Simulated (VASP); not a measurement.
# K2S (Fm-3m) in VASP: notebook

K2S is run at these levels: PBEsol; tasks: single point, relaxation of cell and atoms.

All numbers are computed with VASP 6.6.1; they aren't measurements. Logs are shortened: lines on timing, memory, paths and dates and some standing lists are left out, and cuts for length are marked.

## (1) The cell of the first run

Symmetry: Fm-3m, No. 225, cubic system. Conventional cell: a = 7.336 Å, b = 7.336 Å, c = 7.336 Å, α = 90.00°, β = 90.00°, γ = 90.00°. Within 4.2 Å of K (site symmetry -43m) lie 4 S at 3.18 Å and 6 K at 3.67 Å. S (site symmetry m-3m) has 8 K at 3.18 Å within 4.2 Å.

## (2) Single point, PBEsol

File INCAR:

```
SYSTEM = K2S
ALGO = Normal ; EDIFF = 1E-6
ENCUT = 500 ; GGA = PS
GGA_COMPAT = .False. ; ISIF = 2
ISMEAR = -1 ; LASPH = .True.
LCHARG = .True. ; LELF = .True.
LREAL = .False. ; LVHAR = .True.
LWAVE = .False. ; NBANDS = 19
NELM = 120 ; PREC = Accurate
SIGMA = 0.1
```

File KPOINTS:

```
k-points
0
Gamma
  10 10 10
  0 0 0
```

File POSCAR:

```
K2S
1.0
    0.0000000000      3.6679105815      3.6679105815
    3.6679105815      0.0000000000      3.6679105815
    3.6679105815      3.6679105815      0.0000000000
K S
2 1
Direct
    0.2500000000      0.2500000000      0.2500000000
    0.7500000000      0.7500000000      0.7500000000
    0.0000000000      0.0000000000      0.0000000000
```

Potentials or basis: VASP PAW PBE potentials, release 64 (K_sv, S).

The run is started by

```console
$ cat potpaw_PBE.64/K_sv/POTCAR potpaw_PBE.64/S/POTCAR > POTCAR
$ mpirun -np 1 vasp_std > vasp.out
```

OUTCAR:

```text
SYSTEM = K2S
   EDIFF = 1E-6
   ENCUT = 500
   GGA = PS
   ISIF = 2
   ISMEAR = -1
   LASPH = .True.
   LREAL = .False.
   NELM = 120
   PREC = Accurate

 ion  position               nearest neighbor table
   1  0.250  0.250  0.250-   3 3.18   3 3.18   3 3.18   3 3.18   2 3.67   2 3.67   2 3.67   2 3.67
                             2 3.67   2 3.67
   2  0.750  0.750  0.750-   3 3.18   3 3.18   3 3.18   3 3.18   1 3.67   1 3.67   1 3.67   1 3.67
                             1 3.67   1 3.67
   3  0.000  0.000  0.000-   2 3.18   2 3.18   2 3.18   1 3.18   2 3.18   1 3.18   1 3.18   1 3.18

  LATTYP: Found a face centered cubic cell.
 ALAT       =     7.3358211630

  Lattice vectors:

 A1 = (   0.0000000000,   3.6679105815,   3.6679105815)
 A2 = (   3.6679105815,   0.0000000000,   3.6679105815)
 A3 = (   3.6679105815,   3.6679105815,   0.0000000000)

Analysis of symmetry for initial positions (statically):
=====================================================================
 Subroutine PRICEL returns:
 Original cell was already a primitive cell.

 Routine SETGRP: Setting up the symmetry group for a
 face centered cubic supercell.

 Subroutine GETGRP returns: Found 48 space group operations
 (whereof 48 operations were pure point group operations)
 out of a pool of 48 trial point group operations.

The static configuration has the point symmetry O_h .

Analysis of symmetry for dynamics (positions and initial velocities):
=====================================================================
 Subroutine PRICEL returns:
 Original cell was already a primitive cell.

 Routine SETGRP: Setting up the symmetry group for a
 face centered cubic supercell.

 Subroutine GETGRP returns: Found 48 space group operations
 (whereof 48 operations were pure point group operations)
 out of a pool of 48 trial point group operations.

The dynamic configuration has the point symmetry O_h .

 Subroutine INISYM returns: Found 48 space group operations
 (whereof 48 operations are pure point group operations),
 and found     1 'primitive' translations

----------------------------------------------------------------------------------------

                                     Primitive cell

  volume of cell :      98.6930

  direct lattice vectors                    reciprocal lattice vectors
     0.000000000  3.667910582  3.667910582    -0.136317391  0.136317391  0.136317391
     3.667910582  0.000000000  3.667910582     0.136317391 -0.136317391  0.136317391
     3.667910582  3.667910582  0.000000000     0.136317391  0.136317391 -0.136317391

  length of vectors
     5.187208890  5.187208890  5.187208890     0.236108647  0.236108647  0.236108647

  position of ions in fractional coordinates (direct lattice)
     0.250000000  0.250000000  0.250000000
     0.750000000  0.750000000  0.750000000
     0.000000000  0.000000000  0.000000000

  ion indices of the primitive-cell ions
   primitive index   ion index
                 1           1
                 2           2
                 3           3

----------------------------------------------------------------------------------------

 KPOINTS: k-points

Automatic generation of k-mesh.
 Grid dimensions read from file:
 generate k-points for:   10   10   10

 Generating k-lattice:

  Cartesian coordinates                     Fractional coordinates (reciprocal lattice)
    -0.013631739  0.013631739  0.013631739     0.100000000  0.000000000  0.000000000
     0.013631739 -0.013631739  0.013631739     0.000000000  0.100000000  0.000000000
     0.013631739  0.013631739 -0.013631739     0.000000000  0.000000000  0.100000000

  Length of vectors
     0.023610865  0.023610865  0.023610865

  Shift w.r.t. Gamma in fractional coordinates (k-lattice)
     0.000000000  0.000000000  0.000000000

 Subroutine IBZKPT returns following result:
 ===========================================

 Found     47 irreducible k-points:

 Following reciprocal coordinates:
            Coordinates               Weight
  0.000000  0.000000  0.000000      1.000000
  0.100000  0.000000  0.000000      8.000000
  0.200000  0.000000  0.000000      8.000000
  0.300000  0.000000  0.000000      8.000000
  0.400000  0.000000  0.000000      8.000000
  0.500000  0.000000  0.000000      4.000000
[... 16 lines left out ...]
  0.300000  0.300000  0.000000      6.000000
  0.400000  0.300000  0.000000     24.000000
 [... further k-points ...]
   k-points           NKPTS =     47   k-points in BZ     NKDIM =     47   number of bands    NBANDS=     19
   number of dos      NEDOS =    301   number of ions     NIONS =      3
   total plane-waves  NPLWV =  64000
   dimension x,y,z NGX =    40 NGY =   40 NGZ =   40
   dimension x,y,z NGXF=    80 NGYF=   80 NGZF=   80
   ions per type =               2   1
   NGX,Y,Z   is equivalent  to a cutoff of  12.82, 12.82, 12.82 a.u.
   NGXF,Y,Z  is equivalent  to a cutoff of  25.64, 25.64, 25.64 a.u.
 SYSTEM =  K2S
   PREC   = accura    normal or accurate (medium, high low for compatibility)
   ISTART =      0    job   : 0-new  1-cont  2-samecut
   ICHARG =      2    charge: 1-file 2-atom 10-const
   ISPIN  =      1    spin polarized calculation?
   LNONCOLLINEAR =      F non collinear calculations
   LSORBIT =      F    spin-orbit coupling
   LASPH  =      T    aspherical Exc in radial PAW
   ENCUT  =  500.0 eV  36.75 Ry    6.06 a.u.   9.46  9.46  9.46*2*pi/ulx,y,z
   NELM   =    120;   NELMIN=  2; NELMDL= -5     # of ELM steps
   EDIFF  = 0.1E-05   stopping-criterion for ELM
   LREAL  =      F    real-space projection
   EDIFFG = 0.1E-04   stopping-criterion for IOM
   NSW    =      0    number of steps for IOM
   IBRION =     -1    ionic relax: 0-MD 1-quasi-New 2-CG
   NFREE  =      0    steps in history (QN), initial steepest desc. (CG)
   ISIF   =      2    stress and relaxation
   ISYM   =      2    0-nonsym 1-usesym 2-fastsym
   POTIM  = 0.5000    time-step for ionic-motion
   TEBEG  =    0.0;   TEEND  =   0.0 temperature during run
   PSTRESS=    0.0 pullay stress
   NELECT =      24.0000    total number of electrons
   NUPDOWN=      -1.0000    fix difference up-down
   EMIN   =  10.00;   EMAX   =-10.00  energy-range for DOS
   EFERMI =   0.00;   METHOD = LEGACY
   ISMEAR =    -1;   SIGMA  =   0.10  broadening in eV -4-tet -1-fermi 0-gaus
   EFERMI_NEDOS =   21; number of points for ismear=-14 and -15
   IALGO  =     38    algorithm
   IMIX   =      4    mixing-type and parameters
     AMIX     =   0.40;   BMIX     =  1.00
     AMIX_MAG =   1.60;   BMIX_MAG =  1.00
  volume/ion in A,a.u.               =      32.90       222.00
  Fermi-wavevector in a.u.,A,eV,Ry     =   1.021841  1.930999 14.206636  1.044158
  Thomas-Fermi vector in A             =   2.155487
   LORBIT       =      0    0 simple, 1 ext, 2 COOP (PROOUT), +10 PAW based schemes
   GGA     = PS    functional components
   LHFCALC =     F    Hartree Fock is set to
   AEXX    =    0.0000 exact exchange contribution
   IVDW    =     0    specifies the selected vdW correction
   LEPSILON=     F    determine dielectric tensor
   LRPA    =     F    only Hartree local field effects (RPA)
 non-spin polarized calculation
  energy-cutoff  :      500.00
  volume of cell :       98.69
 maximum number of plane-waves:      2533
 NGX is ok and might be reduce to    40
   NGX = 19   NGY = 19   NGZ = 19

 number of electron      23.9999997 magnetization

 Free energy of the ion-electron system (eV)
  ---------------------------------------------------
  ext. energy  EPLUGINS =         0.00000000
  ---------------------------------------------------
  free energy    TOTEN  =        -9.86356926 eV

  energy without entropy =       -9.86356744  energy(sigma->0) =       -9.86356835

 E-fermi :   1.1096     XC(G=0):  -7.6092

 val. band max:       -0.3534568278   @ k =   0.5000   0.5000   0.0000
 cond. band min:       1.9917870466   @ k =   0.0000   0.0000   0.0000
 fundamental gap:      2.3452438744
 Fermi energy:         1.1096449879

 k-point     1 :       0.0000    0.0000    0.0000
  band No.  band energies     occupation
      1     -29.3338      2.00000
      2     -29.2391      2.00000
      3     -13.0061      2.00000
      4     -13.0061      2.00000
      5     -13.0061      2.00000
      6     -12.7427      2.00000
[... 11 lines left out ...]
     18       7.1919      0.00000
     19       8.1100      0.00000

 k-point     2 :       0.1000    0.0000    0.0000
  band No.  band energies     occupation
      1     -29.3314      2.00000
      2     -29.2413      2.00000
      3     -13.0038      2.00000
      4     -13.0007      2.00000
      5     -13.0007      2.00000
      6     -12.7626      2.00000
[... 11 lines left out ...]
     18       7.2527      0.00000
     19       7.9657      0.00000

 k-point     3 :       0.2000    0.0000    0.0000
  band No.  band energies     occupation
      1     -29.3244      2.00000
      2     -29.2477      2.00000
      3     -12.9988      2.00000
      4     -12.9844      2.00000
      5     -12.9844      2.00000
      6     -12.8118      2.00000
[... 11 lines left out ...]
     18       7.3627      0.00000
     19       7.4537      0.00000

 k-point     4 :       0.3000    0.0000    0.0000
  band No.  band energies     occupation
      1     -29.3135      2.00000
      2     -29.2579      2.00000
      3     -12.9969      2.00000
      4     -12.9583      2.00000
      5     -12.9583      2.00000
      6     -12.8651      2.00000
[... 11 lines left out ...]
     18       7.3684      0.00000
     19       7.3685      0.00000

 k-point     5 :       0.4000    0.0000    0.0000
  band No.  band energies     occupation
      1     -29.3000      2.00000
      2     -29.2708      2.00000
      3     -13.0032      2.00000
      4     -12.9243      2.00000
      5     -12.9243      2.00000
      6     -12.8979      2.00000
[... 11 lines left out ...]
     18       7.2978      0.00000
     19       7.4626      0.00000

 k-point     6 :       0.5000    0.0000    0.0000
  band No.  band energies     occupation
      1     -29.2853      2.00000
      2     -29.2852      2.00000
      3     -13.0088      2.00000
      4     -12.9068      2.00000
      5     -12.8901      2.00000
      6     -12.8901      2.00000
[... 11 lines left out ...]
     18       7.2716      0.00000
     19       7.4398      0.00000

 k-point     7 :       0.1000    0.1000    0.0000
  band No.  band energies     occupation
      1     -29.3307      2.00000
      2     -29.2420      2.00000
      3     -13.0130      2.00000
      4     -13.0130      2.00000
      5     -12.9748      2.00000
      6     -12.7961      2.00000
[... 11 lines left out ...]
     18       7.1582      0.00000
     19       7.6344      0.00000

 k-point     8 :       0.2000    0.1000    0.0000
  band No.  band energies     occupation
      1     -29.3254      2.00000
      2     -29.2468      2.00000
      3     -13.0172      2.00000
      4     -13.0135      2.00000
      5     -12.9412      2.00000
      6     -12.8543      2.00000
[... 256 lines left out ...]
 k-point    20 :      -0.4000    0.2000    0.0000
  band No.  band energies     occupation
      1     -29.2881      2.00000
      2     -29.2820      2.00000
      3     -13.1301      2.00000
      4     -12.9982      2.00000
      5     -12.9578      2.00000
      6     -12.8353      2.00000
[... 11 lines left out ...]
     18       7.0342      0.00000
     19       7.7902      0.00000

 k-point    21 :      -0.3000    0.2000    0.0000
  band No.  band energies     occupation
      1     -29.3002      2.00000
      2     -29.2702      2.00000
      3     -13.1111      2.00000
      4     -12.9707      2.00000
      5     -12.9108      2.00000
      6     -12.8787      2.00000
[... 11 lines left out ...]
     18       6.9064      0.00000
     19       7.6365      0.00000

 k-point    22 :      -0.2000    0.2000    0.0000
  band No.  band energies     occupation
      1     -29.3111      2.00000
      2     -29.2600      2.00000
      3     -13.0758      2.00000
      4     -12.9251      2.00000
      5     -12.9217      2.00000
      6     -12.9027      2.00000
[... 11 lines left out ...]
     18       7.1709      0.00000
     19       7.4054      0.00000

 k-point    23 :       0.3000    0.3000    0.0000
  band No.  band energies     occupation
      1     -29.3120      2.00000
      2     -29.2587      2.00000
      3     -13.0843      2.00000
      4     -13.0527      2.00000
      5     -13.0527      2.00000
      6     -12.7864      2.00000
[... 11 lines left out ...]
     18       7.1415      0.00000
     19       7.5694      0.00000

 k-point    24 :       0.4000    0.3000    0.0000
  band No.  band energies     occupation
      1     -29.3058      2.00000
      2     -29.2644      2.00000
      3     -13.1487      2.00000
      4     -13.0559      2.00000
      5     -13.0546      2.00000
      6     -12.7403      2.00000
[... 11 lines left out ...]
     18       7.1166      0.00000
     19       7.8241      0.00000

 [... further k-points ...]

------------------------ aborting loop because EDIFF is reached ----------------------------------------

  FORCE on cell =-STRESS in cart. coord.  units (eV):
  Direction    XX          YY          ZZ          XY          YZ          ZX
  --------------------------------------------------------------------------------------
  -------------------------------------------------------------------------------------
  Total        0.0319442      0.0319442      0.0319442      0.0000000     -0.0000000     -0.0000000
  in kB        0.5185807      0.5185807      0.5185807      0.0000000     -0.0000000     -0.0000000
  external PRESSURE =       0.5185807 kB  Pullay stress =       0.0000000 kB

 VOLUME and BASIS-vectors are now :
 -----------------------------------------------------------------------------
  energy-cutoff  :      500.00
  volume of cell :       98.69
      direct lattice vectors                 reciprocal lattice vectors
     0.000000000  3.667910582  3.667910582    -0.136317391  0.136317391  0.136317391
     3.667910582  0.000000000  3.667910582     0.136317391 -0.136317391  0.136317391
     3.667910582  3.667910582  0.000000000     0.136317391  0.136317391 -0.136317391

 POSITION                                       TOTAL-FORCE (eV/Angst)
 -----------------------------------------------------------------------------------
      1.83396      1.83396      1.83396         0.000000      0.000000      0.000000
      5.50187      5.50187      5.50187        -0.000000      0.000000      0.000000
      0.00000      0.00000      0.00000        -0.000000     -0.000000     -0.000000
 -----------------------------------------------------------------------------------
    total drift:                               -0.000000     -0.000000      0.000000

  FREE ENERGIE OF THE ION-ELECTRON SYSTEM (eV)
  ---------------------------------------------------
  free  energy   TOTEN  =        -9.8635692645 eV

  energy  without entropy=       -9.8635674365  energy(sigma->0) =       -9.86356835
```

It took 58 s on 1 thread of Intel Xeon 6975P-C (Granite Rapids), shared host; peak memory 0.27 GiB.

What came out:

```
Free energy            : -9.8636 eV
Pressure               : 0.1 GPa
Band gap on the k mesh : 2.35 eV (least direct gap 2.57 eV)
```

Caveat: the PAW data sets were made with another functional, which shifts forces and pressure a little.

## (3) Relaxation of cell and atoms, PBEsol

This run uses another cell than the first one, of 33.65 Å³/atom.

File INCAR:

```
SYSTEM = K2S
PREC = Accurate
ENCUT = 500
EDIFF = 1E-7
ISMEAR = -1
SIGMA = 0.1
LREAL = .False.
LASPH = .True.
NELM = 120
ALGO = Normal
ISIF = 3
LWAVE = .False.
LCHARG = .False.
GGA = PS
IBRION = 2
NSW = 100
EDIFFG = -0.002
GGA_COMPAT = .False.
NELMIN = 4
```

File KPOINTS:

```
Automatic mesh
0
Gamma
  10 10 10
  0 0 0
```

File POSCAR:

```
K2S
1.0
    0.0000000000      3.6955000000      3.6955000000
    3.6955000000      0.0000000000      3.6955000000
    3.6955000000      3.6955000000      0.0000000000
K S
2 1
Direct
    0.2500000000      0.2500000000      0.2500000000
    0.7500000000      0.7500000000      0.7500000000
    0.0000000000      0.0000000000      0.0000000000
```

Potentials or basis: VASP PAW PBE potentials, release 64 (K_sv, S).

The run is started by

```console
$ cat potpaw_PBE.64/K_sv/POTCAR potpaw_PBE.64/S/POTCAR > POTCAR
$ mpirun -np 1 vasp_std > vasp.out
```

Wall time 2 min (1 thread of Intel Xeon 6975P-C (Granite Rapids), shared host); peak memory 0.28 GiB.

Results (log left out):

| Property | Result |
| --- | --- |
| Free energy | -9.8641 eV |
| Relaxed volume | 33.00 Å³/atom |
| Relaxed cell | a = 5.193 Å, b = 5.193 Å, c = 5.193 Å, α = 60.00°, β = 60.00°, γ = 60.00° |
| Space group after relaxing (to 0.1 Å) | Fm-3m (No. 225) |
| Energy gained by relaxing | 0.8 meV/atom |
| Ionic steps | 3 |
| Pressure after relaxing | 0.0 GPa |
| Band gap on the k mesh | 2.34 eV (least direct gap 2.56 eV) |

The path:
```csv
step,energy change (eV),largest force (eV/Å),pressure (GPa),volume (Å³)
1,0.0000,0.0000,-0.38,100.94
2,-0.0019,0.0000,-0.16,99.78
3,-0.0024,0.0000,-0.01,99.01
```

Final structure:
```
K S
1.0
     0.00000    3.67181    3.67181
     3.67181    0.00000    3.67181
     3.67181    3.67181    0.00000
K S
2 1
Direct
  0.25000 0.25000 0.25000
  0.75000 0.75000 0.75000
  0.00000 0.00000 0.00000
```

Levels at points of the mesh, in eV from the valence-band top:
| k point | band 10 | band 11 | band 12 | band 13 | band 14 | band 15 |
| --- | --- | --- | --- | --- | --- | --- |
| (0.00, 0.00, 0.00) | -0.22 | -0.22 | -0.22 | 2.34 | 5.42 | 5.42 |
| (0.50, 0.00, 0.00) | -0.65 | -0.08 | -0.08 | 4.68 | 5.05 | 5.80 |
| (0.50, 0.50, 0.00) | -0.79 | 0.00 | 0.00 | 3.42 | 5.27 | 6.60 |

Caveat: the PAW data sets were made with another functional, which shifts forces and pressure a little. A k mesh can miss the band edges.

## (4) Single point, PBEsol

This run uses another cell than the first one, of 23.24 Å³/atom.

File INCAR:

```
  ALGO = Normal
  EDIFF = 1E-6
  ENCUT = 500
  GGA = PS
  GGA_COMPAT = F
  ISIF = 2
  ISMEAR = 0
  LASPH = T
  LCHARG = F
  LREAL = F
  LWAVE = F
  NBANDS = 19
  NELM = 120
  PREC = Accurate
  SIGMA = 0.01
```

File KPOINTS:

```
k-points
0
Gamma
  6 6 6
```

File POSCAR:

```
K2S
1.0
    0.0000000000      3.2665056891      3.2665056891
    3.2665056891      0.0000000000      3.2665056891
    3.2665056891      3.2665056891      0.0000000000
K S
2 1
Direct
    0.2500000000      0.2500000000      0.2500000000
    0.7500000000      0.7500000000      0.7500000000
    0.0000000000      0.0000000000      0.0000000000
```

The run is started by

```console
$ cat potpaw_PBE.64/K_sv/POTCAR potpaw_PBE.64/S/POTCAR > POTCAR
$ mpirun -np 1 vasp_std > vasp.out
```

Wall time 11 s (1 thread of Intel Xeon 6975P-C (Granite Rapids), shared host); peak memory 0.2 GiB.

Results (log left out):

* Free energy: -8.8379 eV
* Pressure: 15.3 GPa
* Band gap on the k mesh: 3.18 eV (least direct gap 3.20 eV)

Levels at points of the mesh, in eV from the valence-band top:
```
           k point  band 8  band 9  band 10  band 11  band 12  band 13  band 14  band 15  band 16  band 17
(0.00, 0.00, 0.00)  -11.89  -10.11    -0.82    -0.82    -0.82     3.18     5.05     5.05     8.71     8.71
(0.50, 0.00, 0.00)  -12.22   -9.24    -0.86    -0.36    -0.36     5.02     6.01     6.01     6.68     8.07
(0.50, 0.50, 0.00)  -11.66   -9.20    -1.31     0.00     0.00     3.20     5.66     6.65     8.47     8.54
```

Caveat: the cell stands under pressure; the PAW data sets were made with another functional, which shifts forces and pressure a little. A k mesh can miss the band edges.

## (5) Overview

| task | cell | k mesh | smearing | gap on the mesh (eV) | pressure (GPa) |
| --- | --- | --- | --- | --- | --- |
| single point | a = 5.187 Å, angles 60.0°, 3 atoms | 10 × 10 × 10 | fermi-dirac 0.1 eV | 2.35 | 0.1 |
| relaxation of cell and atoms | relaxed from a = 5.226 Å, angles 60.0°, 3 atoms | 10 × 10 × 10 | fermi-dirac 0.1 eV | 2.34 | 0.0 |
| single point | a = 4.620 Å, angles 60.0°, 3 atoms | 6 × 6 × 6 | gaussian 0.01 eV | 3.18 | 15.3 |

Alike in all rows: level PBEsol; potentials or basis VASP PAW PBE potentials, release 64 (K_sv, S); no spin polarisation; cutoff (eV) 500.

Caveats: the PAW data sets were made with another functional, which shifts forces and pressure a little; the cell stands under pressure (at least some runs).

Absolute energies hang on the potentials; compare differences alone.
